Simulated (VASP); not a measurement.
# Nb16H (a cell with a defect) in VASP: single point with PBE

Aim: the single point of Nb16H (a cell with a defect) with PBE.

Program: VASP 6.6.1. These are calculated values, not measurements. Logs are shortened: lines on timing, memory, paths and dates and some standing lists are left out, and cuts for length are marked.

## (1) The cell of the first run

The cell holds a defect, 17 atoms: a = 6.617 Å, b = 6.617 Å, c = 6.617 Å, α = 90.00°, β = 90.00°, γ = 90.00°.

## (2) Single point, PBE

Input file INCAR:

```
SYSTEM = Nb16H
ALGO = Normal ; EDIFF = 1E-7
ENCUT = 520 ; GGA = PE
ISIF = 2 ; ISMEAR = 1
LASPH = .True. ; LCHARG = .True.
LELF = .True. ; LREAL = Auto
LVHAR = .True. ; LWAVE = .False.
NBANDS = 118 ; NELM = 100
PREC = Accurate ; SIGMA = 0.1
```

Input file KPOINTS:

```
k-points
0
Gamma
  3 3 3
  0 0 0
```

Input file POSCAR:

```
Nb16H
1.0
    6.6171497900      0.0000000000      0.0000000000
    0.0000000000      6.6171497900      0.0000000000
    0.0000000000      0.0000000000      6.6171497900
Nb H
16 1
Direct
    0.0018083314     -0.0001107728     -0.0000001511
    0.2557870161      0.2498621087      0.2440129136
   -0.0055749078     -0.0061178908      0.4999826368
    0.2557904919      0.2499180240      0.7559701924
    0.0018385559      0.4999240013     -0.0000001511
    0.2483909315      0.7498908378      0.2499668366
   -0.0055270020      0.5058517800      0.5000030383
    0.2483904781      0.7498906867      0.7500401468
    0.5026041582     -0.0001701639      0.0000012090
    0.7501098143      0.2499148504      0.2489546183
    0.5001017213     -0.0011657587      0.4999992603
    0.7501126856      0.2499154549      0.7510333237
    0.5026399742      0.5000090832     -0.0000042314
    0.7475934741      0.7499278628      0.2499020050
    0.5001364795      0.5009386375      0.4999927620
    0.7475922651      0.7498860019      0.7500818566
    0.1250997826      0.2498344533      0.4999932154
```

Potentials or basis: VASP PAW PBE potentials, release 64 (Nb_sv, H).

The run is started by

```sh
cat potpaw_PBE.64/Nb_sv/POTCAR potpaw_PBE.64/H/POTCAR > POTCAR
mpirun -np 1 vasp_std > vasp.out
```

OUTCAR:

```text
SYSTEM = Nb16H
   EDIFF = 1E-7
   ENCUT = 520
   GGA = PE
   ISIF = 2
   ISMEAR = 1
   LASPH = .True.
   LREAL = Auto
   NELM = 100
   PREC = Accurate

 ion  position               nearest neighbor table
   1  0.002  1.000  1.000-   8 2.85   6 2.85   2 2.86   4 2.86  10 2.87  12 2.87  14 2.88  16 2.88

   2  0.256  0.250  0.244-  17 1.90   9 2.83  13 2.83   1 2.86   5 2.86  11 2.87  15 2.87   7 2.95
                             3 2.95
   3  0.994  0.994  0.500-  17 1.90  14 2.83  16 2.83   6 2.86   8 2.86  10 2.87  12 2.87   2 2.95
                             4 2.95
   4  0.256  0.250  0.756-  17 1.90   9 2.83  13 2.83   5 2.86   1 2.86  15 2.87  11 2.87   7 2.95
                             3 2.95
   5  0.002  0.500  1.000-   8 2.85   6 2.85   4 2.86   2 2.86  10 2.87  12 2.87  16 2.88  14 2.88

   6  0.248  0.750  0.250-   5 2.85   1 2.85   3 2.86   7 2.86  11 2.87  15 2.87  13 2.88   9 2.88

   7  0.994  0.506  0.500-  17 1.90  16 2.83  14 2.83   6 2.86   8 2.86  12 2.87  10 2.87   4 2.95
                             2 2.95
   8  0.248  0.750  0.750-   5 2.85   1 2.85   7 2.86   3 2.86  11 2.87  15 2.87  13 2.88   9 2.88

   9  0.503  1.000  0.000-   2 2.83   4 2.83  14 2.85  16 2.85  10 2.85  12 2.85   8 2.88   6 2.88

  10  0.750  0.250  0.249-  13 2.85   9 2.85   1 2.87   5 2.87   7 2.87   3 2.87  15 2.87  11 2.87

  11  0.500  0.999  0.500-  14 2.85  16 2.85   6 2.87   8 2.87   2 2.87   4 2.87  12 2.87  10 2.87

  12  0.750  0.250  0.751-  13 2.85   9 2.85   1 2.87   5 2.87   7 2.87   3 2.87  15 2.87  11 2.87

  13  0.503  0.500  1.000-   4 2.83   2 2.83  16 2.85  14 2.85  10 2.85  12 2.85   8 2.88   6 2.88

  14  0.748  0.750  0.250-   3 2.83   7 2.83  13 2.85   9 2.85  11 2.85  15 2.85   1 2.88   5 2.88

  15  0.500  0.501  0.500-  16 2.85  14 2.85   6 2.87   8 2.87   4 2.87   2 2.87  10 2.87  12 2.87

  16  0.748  0.750  0.750-   3 2.83   7 2.83  13 2.85   9 2.85  15 2.85  11 2.85   5 2.88   1 2.88

  17  0.125  0.250  0.500-   3 1.90   4 1.90   2 1.90   7 1.90

  LATTYP: Found a simple cubic cell.
 ALAT       =     6.6171497900

  Lattice vectors:

 A1 = (   6.6171497900,   0.0000000000,   0.0000000000)
 A2 = (   0.0000000000,   6.6171497900,   0.0000000000)
 A3 = (   0.0000000000,   0.0000000000,   6.6171497900)

Analysis of symmetry for initial positions (statically):
=====================================================================
 Subroutine PRICEL returns:
 Original cell was already a primitive cell.

 Routine SETGRP: Setting up the symmetry group for a
 simple cubic supercell.

 Subroutine GETGRP returns: Found  1 space group operations
 (whereof  1 operations were pure point group operations)
 out of a pool of 48 trial point group operations.

The static configuration has the point symmetry C_1 .

Analysis of symmetry for dynamics (positions and initial velocities):
=====================================================================
 Subroutine PRICEL returns:
 Original cell was already a primitive cell.

 Routine SETGRP: Setting up the symmetry group for a
 simple cubic supercell.

 Subroutine GETGRP returns: Found  1 space group operations
 (whereof  1 operations were pure point group operations)
 out of a pool of 48 trial point group operations.

The dynamic configuration has the point symmetry C_1 .

 Subroutine INISYM returns: Found  1 space group operations
 (whereof  1 operations are pure point group operations),
 and found     1 'primitive' translations

----------------------------------------------------------------------------------------

                                     Primitive cell

  volume of cell :     289.7430

  direct lattice vectors                    reciprocal lattice vectors
     6.617149790  0.000000000  0.000000000     0.151122467  0.000000000  0.000000000
     0.000000000  6.617149790  0.000000000     0.000000000  0.151122467  0.000000000
     0.000000000  0.000000000  6.617149790     0.000000000  0.000000000  0.151122467

  length of vectors
     6.617149790  6.617149790  6.617149790     0.151122467  0.151122467  0.151122467

  position of ions in fractional coordinates (direct lattice)
     0.001808331  0.999889227  0.999999849
     0.255787016  0.249862109  0.244012914
     0.994425092  0.993882109  0.499982637
     0.255790492  0.249918024  0.755970192
     0.001838556  0.499924001  0.999999849
     0.248390931  0.749890838  0.249966837
[... 9 lines left out ...]
     0.747592265  0.749886002  0.750081857
     0.125099783  0.249834453  0.499993215

  ion indices of the primitive-cell ions
   primitive index   ion index
                 1           1
                 2           2
                 3           3
                 4           4
                 5           5
                 6           6
[... 9 lines left out ...]
                16          16
                17          17

----------------------------------------------------------------------------------------

 KPOINTS: k-points

Automatic generation of k-mesh.
 Grid dimensions read from file:
 generate k-points for:    3    3    3

 Generating k-lattice:

  Cartesian coordinates                     Fractional coordinates (reciprocal lattice)
     0.050374156  0.000000000  0.000000000     0.333333333  0.000000000  0.000000000
     0.000000000  0.050374156  0.000000000     0.000000000  0.333333333  0.000000000
     0.000000000  0.000000000  0.050374156     0.000000000  0.000000000  0.333333333

  Length of vectors
     0.050374156  0.050374156  0.050374156

  Shift w.r.t. Gamma in fractional coordinates (k-lattice)
     0.000000000  0.000000000  0.000000000

 Subroutine IBZKPT returns following result:
 ===========================================

 Found     14 irreducible k-points:

 Following reciprocal coordinates:
            Coordinates               Weight
  0.000000  0.000000  0.000000      1.000000
  0.333333  0.000000  0.000000      2.000000
  0.000000  0.333333  0.000000      2.000000
  0.000000  0.000000  0.333333      2.000000
  0.333333  0.333333  0.000000      2.000000
  0.000000  0.333333  0.333333      2.000000
  0.333333  0.000000  0.333333      2.000000
 -0.333333  0.333333  0.000000      2.000000
 -0.333333  0.000000  0.333333      2.000000
  0.000000 -0.333333  0.333333      2.000000
  0.333333  0.333333  0.333333      2.000000
 -0.333333  0.333333  0.333333      2.000000
 -0.333333 -0.333333  0.333333      2.000000
  0.333333 -0.333333  0.333333      2.000000
   k-points           NKPTS =     14   k-points in BZ     NKDIM =     14   number of bands    NBANDS=    118
   number of dos      NEDOS =    301   number of ions     NIONS =     17
   total plane-waves  NPLWV = 125000
   dimension x,y,z NGX =    50 NGY =   50 NGZ =   50
   dimension x,y,z NGXF=   100 NGYF=  100 NGZF=  100
   ions per type =              16   1
   NGX,Y,Z   is equivalent  to a cutoff of  12.56, 12.56, 12.56 a.u.
   NGXF,Y,Z  is equivalent  to a cutoff of  25.12, 25.12, 25.12 a.u.
 SYSTEM =  Nb16H
   PREC   = accura    normal or accurate (medium, high low for compatibility)
   ISTART =      0    job   : 0-new  1-cont  2-samecut
   ICHARG =      2    charge: 1-file 2-atom 10-const
   ISPIN  =      1    spin polarized calculation?
   LNONCOLLINEAR =      F non collinear calculations
   LSORBIT =      F    spin-orbit coupling
   LASPH  =      T    aspherical Exc in radial PAW
   ENCUT  =  520.0 eV  38.22 Ry    6.18 a.u.  12.30 12.30 12.30*2*pi/ulx,y,z
   NELM   =    100;   NELMIN=  2; NELMDL= -5     # of ELM steps
   EDIFF  = 0.1E-06   stopping-criterion for ELM
   LREAL  =      T    real-space projection
   EDIFFG = 0.1E-05   stopping-criterion for IOM
   NSW    =      0    number of steps for IOM
   IBRION =     -1    ionic relax: 0-MD 1-quasi-New 2-CG
   NFREE  =      0    steps in history (QN), initial steepest desc. (CG)
   ISIF   =      2    stress and relaxation
   ISYM   =      2    0-nonsym 1-usesym 2-fastsym
   POTIM  = 0.5000    time-step for ionic-motion
   TEBEG  =    0.0;   TEEND  =   0.0 temperature during run
   PSTRESS=    0.0 pullay stress
   NELECT =     209.0000    total number of electrons
   NUPDOWN=      -1.0000    fix difference up-down
   EMIN   =  10.00;   EMAX   =-10.00  energy-range for DOS
   EFERMI =   0.00;   METHOD = LEGACY
   ISMEAR =     1;   SIGMA  =   0.10  broadening in eV -4-tet -1-fermi 0-gaus
   EFERMI_NEDOS =   21; number of points for ismear=-14 and -15
   IALGO  =     38    algorithm
   IMIX   =      4    mixing-type and parameters
     AMIX     =   0.40;   BMIX     =  1.00
     AMIX_MAG =   1.60;   BMIX_MAG =  1.00
  volume/ion in A,a.u.               =      17.04       115.02
  Fermi-wavevector in a.u.,A,eV,Ry     =   1.468203  2.774500 29.328972  2.155619
  Thomas-Fermi vector in A             =   2.583728
   LORBIT       =      0    0 simple, 1 ext, 2 COOP (PROOUT), +10 PAW based schemes
   GGA     = PE    functional components
   LHFCALC =     F    Hartree Fock is set to
   AEXX    =    0.0000 exact exchange contribution
   IVDW    =     0    specifies the selected vdW correction
   LEPSILON=     F    determine dielectric tensor
   LRPA    =     F    only Hartree local field effects (RPA)
 non-spin polarized calculation
 Methfessel and Paxton  Order N= 1 SIGMA  =   0.10
  energy-cutoff  :      520.00
  volume of cell :      289.74
 maximum number of plane-waves:      7814
 NGX is ok and might be reduce to    50
   NGX = 25   NGY = 25   NGZ = 25

 number of electron     209.0000015 magnetization

 Free energy of the ion-electron system (eV)
  ---------------------------------------------------
  ext. energy  EPLUGINS =         0.00000000
  ---------------------------------------------------
  free energy    TOTEN  =      -167.49291983 eV

  energy without entropy =     -167.50850687  energy(sigma->0) =     -167.49811551

 E-fermi :  11.1227     XC(G=0): -12.5020

 val. band max:       11.1109166939   @ k =   0.3333   0.0000   0.0000
 cond. band min:      11.1697836695   @ k =   0.3333   0.3333   0.0000
 fundamental gap:      0.0588669755
 Fermi energy:        11.1226970484

 k-point     1 :       0.0000    0.0000    0.0000
  band No.  band energies     occupation
      1     -43.1972      2.00000
      2     -43.0193      2.00000
      3     -43.0064      2.00000
      4     -43.0063      2.00000
      5     -42.9847      2.00000
      6     -42.9672      2.00000
[... 1655 lines left out ...]
    115      13.5499      0.00000
    116      13.5839      0.00000
 [bands above 116 left out]

------------------------ aborting loop because EDIFF is reached ----------------------------------------

  FORCE on cell =-STRESS in cart. coord.  units (eV):
  Direction    XX          YY          ZZ          XY          YZ          ZX
  --------------------------------------------------------------------------------------
  -------------------------------------------------------------------------------------
  Total        0.9324271      1.3925711      1.3893764      0.0011461      0.0004402      0.0001121
  in kB        5.1559961      7.7004314      7.6827662      0.0063373      0.0024343      0.0006201
  external PRESSURE =       6.8463979 kB  Pullay stress =       0.0000000 kB

 VOLUME and BASIS-vectors are now :
 -----------------------------------------------------------------------------
  energy-cutoff  :      520.00
  volume of cell :      289.74
      direct lattice vectors                 reciprocal lattice vectors
     6.617149790  0.000000000  0.000000000     0.151122467  0.000000000  0.000000000
     0.000000000  6.617149790  0.000000000     0.000000000  0.151122467  0.000000000
     0.000000000  0.000000000  6.617149790     0.000000000  0.000000000  0.151122467

 POSITION                                       TOTAL-FORCE (eV/Angst)
 -----------------------------------------------------------------------------------
      0.01197      6.61642      6.61715         0.002074     -0.002551     -0.000653
      1.69258      1.65338      1.61467         0.001837      0.002257      0.003699
      6.58026      6.57667      3.30846        -0.003237      0.002924      0.001449
      1.69260      1.65375      5.00237         0.001704     -0.002073     -0.003040
      0.01217      3.30807      6.61715         0.001843      0.002542     -0.000237
      1.64364      4.96214      1.65407        -0.000905     -0.000198     -0.001629
[... 9 lines left out ...]
      4.94693      4.96211      4.96340        -0.000357      0.001278      0.000049
      0.82780      1.65319      3.30853         0.000319      0.001063     -0.000026
 -----------------------------------------------------------------------------------
    total drift:                                0.002246     -0.000907      0.000223

  FREE ENERGIE OF THE ION-ELECTRON SYSTEM (eV)
  ---------------------------------------------------
  free  energy   TOTEN  =      -167.4929198320 eV

  energy  without entropy=     -167.5085068660  energy(sigma->0) =     -167.49811551
```

Wall time 17 min (1 thread of Intel Xeon Platinum 8375C at 2.90GHz (Ice Lake), shared host); peak memory 0.51 GiB.

What came out:

```
Free energy            : -167.4929 eV
Pressure               : 0.7 GPa
Largest force          : 0.005 eV/Å
Band gap on the k mesh : zero (an odd number of electrons rules out a gap without spin polarisation)
```

Forces on the atoms (eV/Å):
```
Nb   0.002 -0.003 -0.001
Nb   0.002  0.002  0.004
Nb  -0.003  0.003  0.001
Nb   0.002 -0.002 -0.003
Nb   0.002  0.003  0.000
Nb  -0.001  0.000 -0.002
Nb  -0.005 -0.001 -0.001
Nb  -0.001  0.000  0.001
Nb   0.002  0.001 -0.001
Nb  -0.002 -0.001  0.001
Nb   0.002  0.005  0.000
Nb  -0.002 -0.001  0.000
Nb   0.001 -0.001  0.000
Nb  -0.001 -0.002  0.001
Nb   0.001 -0.005  0.000
Nb   0.000  0.001  0.000
H    0.000  0.001  0.000
```

Levels at points of the mesh, in eV from the Fermi level:
| k point | band 101 | band 102 | band 103 | band 104 | band 105 | band 106 |
| --- | --- | --- | --- | --- | --- | --- |
| (0.00, 0.00, 0.00) | 0.66 | 0.90 | 0.92 | 0.92 | 0.94 | 0.94 |

The gap in the log of VASP goes by the Fermi energy; the results here count the filled bands.